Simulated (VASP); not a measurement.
# TcPt (P4/mmm) in VASP: notebook

Runs on TcPt. Level: LDA. Tasks: relaxation of cell and atoms.

All numbers are computed with VASP 6.6.1; they aren't measurements. Logs are shortened: lines on timing, memory, paths and dates and some standing lists are left out, and cuts for length are marked.

**1. The cell of the first run**

It takes space group P4/mmm (No. 123, tetragonal). The conventional cell has a = 2.664 Å, b = 2.664 Å, c = 3.978 Å, α = 90.00°, β = 90.00°, γ = 90.00°. Tc (site symmetry 4/mmm) has 4 Tc at 2.66 Å and 8 Pt at 2.74 Å within 3.5 Å. Within 3.5 Å of Pt (site symmetry 4/mmm) lie 4 Pt at 2.66 Å and 8 Tc at 2.74 Å.

**2. Relaxation of cell and atoms, LDA**

INCAR

```
PREC = Accurate
ENCUT = 600
EDIFF = 1E-6
ISMEAR = -1
SIGMA = 0.05
LREAL = F
LASPH = T
NELM = 60
ALGO = Normal
ISIF = 3
LWAVE = F
LCHARG = F
IBRION = 2
NSW = 80
EDIFFG = -0.03
```

KPOINTS

```
Automatic mesh
0
Gamma
  6 6 6
```

POSCAR

```
TcPt
1.0
    3.9781996385      0.0000000000      0.0000000000
    0.0000000000      3.7679847968      0.0000000000
    0.0000000000      0.0000000000      3.7679847968
Tc Pt
2 2
Direct
    0.0000000000      0.0000000000      0.0000000000
    0.0000000000      0.5000000000      0.5000000000
    0.5000000000      0.0000000000      0.5000000000
    0.5000000000      0.5000000000      0.0000000000
```

Potentials or basis: VASP PAW LDA potentials, release 64 (Tc_pv, Pt).

On the command line:

```bash
> cat potpaw_LDA.64/Tc_pv/POTCAR potpaw_LDA.64/Pt/POTCAR > POTCAR
> mpirun -np 1 vasp_std > vasp.out
```

OUTCAR:

```text
PREC = Accurate
   ENCUT = 600
   EDIFF = 1E-6
   ISMEAR = -1
   LREAL = F
   LASPH = T
   NELM = 60
   ISIF = 3
   IBRION = 2
   NSW = 80
   EDIFFG = -0.03

 ion  position               nearest neighbor table
   1  0.000  0.000  0.000-   2 2.66   2 2.66   2 2.66   2 2.66   3 2.74   4 2.74   4 2.74   3 2.74
                             3 2.74   4 2.74   3 2.74   4 2.74
   2  0.000  0.500  0.500-   1 2.66   1 2.66   1 2.66   1 2.66   4 2.74   4 2.74   3 2.74   3 2.74
                             3 2.74   4 2.74   4 2.74   3 2.74
   3  0.500  0.000  0.500-   4 2.66   4 2.66   4 2.66   4 2.66   2 2.74   2 2.74   1 2.74   1 2.74
                             1 2.74   2 2.74   1 2.74   2 2.74
   4  0.500  0.500  0.000-   3 2.66   3 2.66   3 2.66   3 2.66   2 2.74   1 2.74   1 2.74   2 2.74
                             1 2.74   2 2.74   2 2.74   1 2.74

  LATTYP: Found a simple tetragonal cell.
 ALAT       =     3.7679847968
 C/A-ratio  =     1.0557897266

  Lattice vectors:

 A1 = (   0.0000000000,   3.7679847968,   0.0000000000)
 A2 = (   0.0000000000,   0.0000000000,   3.7679847968)
 A3 = (   3.9781996385,   0.0000000000,   0.0000000000)

Analysis of symmetry for initial positions (statically):
=====================================================================
 Subroutine PRICEL returns following result:

  LATTYP: Found a simple tetragonal cell.
 ALAT       =     2.6643676012
 C/A-ratio  =     1.4931121504

  Lattice vectors:

 A1 = (   0.0000000000,   1.8839923984,  -1.8839923984)
 A2 = (   0.0000000000,   1.8839923984,   1.8839923984)
 A3 = (   3.9781996385,   0.0000000000,   0.0000000000)

   2 primitive cells build up your supercell.

 Routine SETGRP: Setting up the symmetry group for a
 simple tetragonal supercell.

 Subroutine GETGRP returns: Found 16 space group operations
 (whereof 16 operations were pure point group operations)
 out of a pool of 16 trial point group operations.

The static configuration has the point symmetry D_4h.

Analysis of symmetry for dynamics (positions and initial velocities):
=====================================================================
 Subroutine PRICEL returns following result:

  LATTYP: Found a simple tetragonal cell.
 ALAT       =     2.6643676012
 C/A-ratio  =     1.4931121504

  Lattice vectors:

 A1 = (   0.0000000000,   1.8839923984,  -1.8839923984)
 A2 = (   0.0000000000,   1.8839923984,   1.8839923984)
 A3 = (   3.9781996385,   0.0000000000,   0.0000000000)

   2 primitive cells build up your supercell.

 Routine SETGRP: Setting up the symmetry group for a
 simple tetragonal supercell.

 Subroutine GETGRP returns: Found 16 space group operations
 (whereof 16 operations were pure point group operations)
 out of a pool of 16 trial point group operations.

The dynamic configuration has the point symmetry D_4h.

 Subroutine INISYM returns: Found 16 space group operations
 (whereof 16 operations are pure point group operations),
 and found     2 'primitive' translations

----------------------------------------------------------------------------------------

                                     Primitive cell

  volume of cell :      28.2407

  direct lattice vectors                    reciprocal lattice vectors
     0.000000000  1.883992398 -1.883992398     0.000000000  0.265393852 -0.265393852
     0.000000000  1.883992398  1.883992398     0.000000000  0.265393852  0.265393852
     3.978199639  0.000000000  0.000000000     0.251369989  0.000000000  0.000000000

  length of vectors
     2.664367601  2.664367601  3.978199639     0.375323585  0.375323585  0.251369989

  position of ions in fractional coordinates (direct lattice)
     0.000000000  0.000000000  0.000000000
     0.500000000  0.500000000  0.500000000

  ion indices of the primitive-cell ions
   primitive index   ion index
                 1           1
                 2           3

----------------------------------------------------------------------------------------

 KPOINTS: Automatic mesh

Automatic generation of k-mesh.
 Grid dimensions read from file:
 generate k-points for:    6    6    6

 Generating k-lattice:

  Cartesian coordinates                     Fractional coordinates (reciprocal lattice)
     0.041894998  0.000000000  0.000000000     0.166666667  0.000000000  0.000000000
     0.000000000  0.044232309  0.000000000     0.000000000  0.166666667  0.000000000
     0.000000000  0.000000000  0.044232309     0.000000000  0.000000000  0.166666667

  Length of vectors
     0.041894998  0.044232309  0.044232309

  Shift w.r.t. Gamma in fractional coordinates (k-lattice)
     0.000000000  0.000000000  0.000000000

 Subroutine IBZKPT returns following result:
 ===========================================

 Found     40 irreducible k-points:

 Following reciprocal coordinates:
            Coordinates               Weight
  0.000000  0.000000  0.000000      1.000000
  0.166667  0.000000  0.000000      2.000000
  0.333333  0.000000  0.000000      2.000000
  0.500000  0.000000  0.000000      1.000000
  0.000000  0.166667  0.000000      4.000000
  0.166667  0.166667  0.000000      8.000000
[... 16 lines left out ...]
  0.333333  0.333333  0.166667     16.000000
  0.500000  0.333333  0.166667      8.000000
 [... further k-points ...]
   k-points           NKPTS =     40   k-points in BZ     NKDIM =     40   number of bands    NBANDS=     27
   number of dos      NEDOS =    301   number of ions     NIONS =      4
   total plane-waves  NPLWV =  28800
   dimension x,y,z NGX =    32 NGY =   30 NGZ =   30
   dimension x,y,z NGXF=    64 NGYF=   60 NGZF=   60
   ions per type =               2   2
   NGX,Y,Z   is equivalent  to a cutoff of  13.37, 13.24, 13.24 a.u.
   NGXF,Y,Z  is equivalent  to a cutoff of  26.75, 26.47, 26.47 a.u.
 SYSTEM =  unknown system
   PREC   = accura    normal or accurate (medium, high low for compatibility)
   ISTART =      0    job   : 0-new  1-cont  2-samecut
   ICHARG =      2    charge: 1-file 2-atom 10-const
   ISPIN  =      1    spin polarized calculation?
   LNONCOLLINEAR =      F non collinear calculations
   LSORBIT =      F    spin-orbit coupling
   LASPH  =      T    aspherical Exc in radial PAW
   ENCUT  =  600.0 eV  44.10 Ry    6.64 a.u.   7.95  7.53  7.53*2*pi/ulx,y,z
   NELM   =     60;   NELMIN=  2; NELMDL= -5     # of ELM steps
   EDIFF  = 0.1E-05   stopping-criterion for ELM
   LREAL  =      F    real-space projection
   EDIFFG = -.3E-01   stopping-criterion for IOM
   NSW    =     80    number of steps for IOM
   IBRION =      2    ionic relax: 0-MD 1-quasi-New 2-CG
   NFREE  =      1    steps in history (QN), initial steepest desc. (CG)
   ISIF   =      3    stress and relaxation
   ISYM   =      2    0-nonsym 1-usesym 2-fastsym
   POTIM  = 0.5000    time-step for ionic-motion
   TEBEG  =    0.0;   TEEND  =   0.0 temperature during run
   PSTRESS=    0.0 pullay stress
   NELECT =      46.0000    total number of electrons
   NUPDOWN=      -1.0000    fix difference up-down
   EMIN   =  10.00;   EMAX   =-10.00  energy-range for DOS
   EFERMI =   0.00;   METHOD = LEGACY
   ISMEAR =    -1;   SIGMA  =   0.05  broadening in eV -4-tet -1-fermi 0-gaus
   EFERMI_NEDOS =   21; number of points for ismear=-14 and -15
   IALGO  =     38    algorithm
   IMIX   =      4    mixing-type and parameters
     AMIX     =   0.40;   BMIX     =  1.00
     AMIX_MAG =   1.60;   BMIX_MAG =  1.00
  volume/ion in A,a.u.               =      14.12        95.29
  Fermi-wavevector in a.u.,A,eV,Ry     =   1.528830  2.889070 31.801179  2.337321
  Thomas-Fermi vector in A             =   2.636535
   LORBIT       =      0    0 simple, 1 ext, 2 COOP (PROOUT), +10 PAW based schemes
   GGA     = CA    functional components
   LHFCALC =     F    Hartree Fock is set to
   AEXX    =    0.0000 exact exchange contribution
   IVDW    =     0    specifies the selected vdW correction
   LEPSILON=     F    determine dielectric tensor
   LRPA    =     F    only Hartree local field effects (RPA)
 conjugate gradient relaxation of ions
 non-spin polarized calculation
  energy-cutoff  :      600.00
  volume of cell :       56.48
 maximum number of plane-waves:      1920
 NGX is ok and might be reduce to    32
   NGX = 15   NGY = 15   NGZ = 15

--------------------------------------- Ionic step        1  -------------------------------------------

 number of electron      46.0000007 magnetization

 Free energy of the ion-electron system (eV)
  ---------------------------------------------------
  ext. energy  EPLUGINS =         0.00000000
  ---------------------------------------------------
  free energy    TOTEN  =       -38.93407366 eV

  energy without entropy =      -38.89590072  energy(sigma->0) =      -38.91498719

------------------------ aborting loop because EDIFF is reached ----------------------------------------

  FORCE on cell =-STRESS in cart. coord.  units (eV):
  Direction    XX          YY          ZZ          XY          YZ          ZX
  --------------------------------------------------------------------------------------
  -------------------------------------------------------------------------------------
  Total        0.2133448      0.1832889      0.1832889      0.0000000      0.0000000     -0.0000000
  in kB        6.0518438      5.1992642      5.1992642      0.0000000      0.0000000     -0.0000000
  external PRESSURE =       5.4834574 kB  Pullay stress =       0.0000000 kB

 VOLUME and BASIS-vectors are now :
 -----------------------------------------------------------------------------
  energy-cutoff  :      600.00
  volume of cell :       56.48
      direct lattice vectors                 reciprocal lattice vectors
     3.978199639  0.000000000  0.000000000     0.251369989  0.000000000  0.000000000
     0.000000000  3.767984797  0.000000000     0.000000000  0.265393852  0.000000000
     0.000000000  0.000000000  3.767984797     0.000000000  0.000000000  0.265393852
[... 39 lines left out ...]
 POSITION                                       TOTAL-FORCE (eV/Angst)
 -----------------------------------------------------------------------------------
      3.98844      0.00000      3.77631        -0.000000     -0.000000      0.000000
      3.98844      1.88816      1.88816        -0.000000     -0.000000      0.000000
      1.99422      0.00000      1.88816         0.000000      0.000000     -0.000000
      1.99422      1.88816      3.77631         0.000000      0.000000     -0.000000
 -----------------------------------------------------------------------------------
    total drift:                                0.000000     -0.000000     -0.000000

  FREE ENERGIE OF THE ION-ELECTRON SYSTEM (eV)
  ---------------------------------------------------
  free  energy   TOTEN  =       -38.9325498141 eV

  energy  without entropy=      -38.8940540748  energy(sigma->0) =      -38.91330194

--------------------------------------- Ionic step        3  -------------------------------------------

 number of electron      46.0000008 magnetization

 Free energy of the ion-electron system (eV)
  ---------------------------------------------------
  ext. energy  EPLUGINS =         0.00000000
  ---------------------------------------------------
  free energy    TOTEN  =       -38.93423697 eV

  energy without entropy =      -38.89598676  energy(sigma->0) =      -38.91511187

 E-fermi :  13.0754     XC(G=0): -14.0856

 val. band max:       13.0718402564   @ k =   0.5000   0.3333   0.1667
 cond. band min:      13.1140639485   @ k =   0.3333   0.3333   0.0000
 fundamental gap:      0.0422236921
 Fermi energy:        13.0753795199

 k-point     1 :       0.0000    0.0000    0.0000
  band No.  band energies     occupation
      1     -26.4080      2.00000
      2     -26.4080      2.00000
      3     -26.1301      2.00000
      4     -25.9441      2.00000
      5     -25.6700      2.00000
      6     -25.6700      2.00000
[... 19 lines left out ...]
     26      14.9537      0.00000
     27      14.9923      0.00000
[... 667 lines left out ...]
      5     -26.0085      2.00000
      6     -25.6914      2.00000
[... 19 lines left out ...]
     26      14.4967      0.00000
     27      14.7864      0.00000

 [... further k-points ...]

------------------------ aborting loop because EDIFF is reached ----------------------------------------

  FORCE on cell =-STRESS in cart. coord.  units (eV):
  Direction    XX          YY          ZZ          XY          YZ          ZX
  --------------------------------------------------------------------------------------
  -------------------------------------------------------------------------------------
  Total        0.0055876     -0.0174728     -0.0174728      0.0000000      0.0000000      0.0000000
  in kB        0.1582396     -0.4948264     -0.4948264      0.0000000      0.0000000      0.0000000
  external PRESSURE =      -0.2771378 kB  Pullay stress =       0.0000000 kB

 VOLUME and BASIS-vectors are now :
 -----------------------------------------------------------------------------
  energy-cutoff  :      600.00
  volume of cell :       56.57
      direct lattice vectors                 reciprocal lattice vectors
     3.980613878  0.000000000 -0.000000000     0.251217533  0.000000000  0.000000000
     0.000000000  3.769949320  0.000000000     0.000000000  0.265255555  0.000000000
    -0.000000000  0.000000000  3.769949320     0.000000000  0.000000000  0.265255555

 POSITION                                       TOTAL-FORCE (eV/Angst)
 -----------------------------------------------------------------------------------
      0.00000      0.00000      0.00000         0.000000      0.000000      0.000000
     -0.00000      1.88497      1.88497         0.000000      0.000000      0.000000
      1.99031      0.00000      1.88497        -0.000000      0.000000     -0.000000
      1.99031      1.88497     -0.00000        -0.000000      0.000000      0.000000
 -----------------------------------------------------------------------------------
    total drift:                                0.000000     -0.000000     -0.000000

  FREE ENERGIE OF THE ION-ELECTRON SYSTEM (eV)
  ---------------------------------------------------
  free  energy   TOTEN  =       -38.9342369708 eV

  energy  without entropy=      -38.8959867630  energy(sigma->0) =      -38.91511187

 reached required accuracy - stopping structural energy minimisation
```

Wall time 2.5 min (1 thread of Oxide Virtual Turin-like, shared host); peak memory 0.17 GiB.

Results:

```
Free energy                           : -38.9342 eV
Relaxed volume                        : 14.14 Å³/atom
Relaxed cell                          : a = 3.981 Å, b = 3.770 Å, c = 3.770 Å, α = 90.00°, β = 90.00°, γ = 90.00°
Space group after relaxing (to 0.1 Å) : P4/mmm (No. 123)
Energy gained by relaxing             : 0.0 meV/atom
Ionic steps                           : 3
Pressure after relaxing               : 0.0 GPa
Band gap on the k mesh                : zero (bands 23 and 24 overlap by 2.48 eV)
```

Step by step:
| step | energy change (eV) | largest force (eV/Å) | pressure (GPa) | volume (Å³) |
| --- | --- | --- | --- | --- |
| 1 | 0.0000 | 0.0000 | 0.55 | 56.48 |
| 2 | 0.0015 | 0.0000 | -1.77 | 56.88 |
| 3 | -0.0002 | 0.0000 | -0.03 | 56.57 |

Final structure:
```
CELL_PARAMETERS angstrom
3.98061 0.00000 0.00000
0.00000 3.76995 0.00000
0.00000 0.00000 3.76995
ATOMIC_POSITIONS crystal
Tc 0.00000 0.00000 0.00000
Tc 0.00000 0.50000 0.50000
Pt 0.50000 0.00000 0.50000
Pt 0.50000 0.50000 0.00000
```

Caveat: spin-orbit coupling is left out, which moves the levels of the heavy elements.

[end of part 1 of 2]

The gap in the log of VASP goes by the Fermi energy; the results here count the filled bands.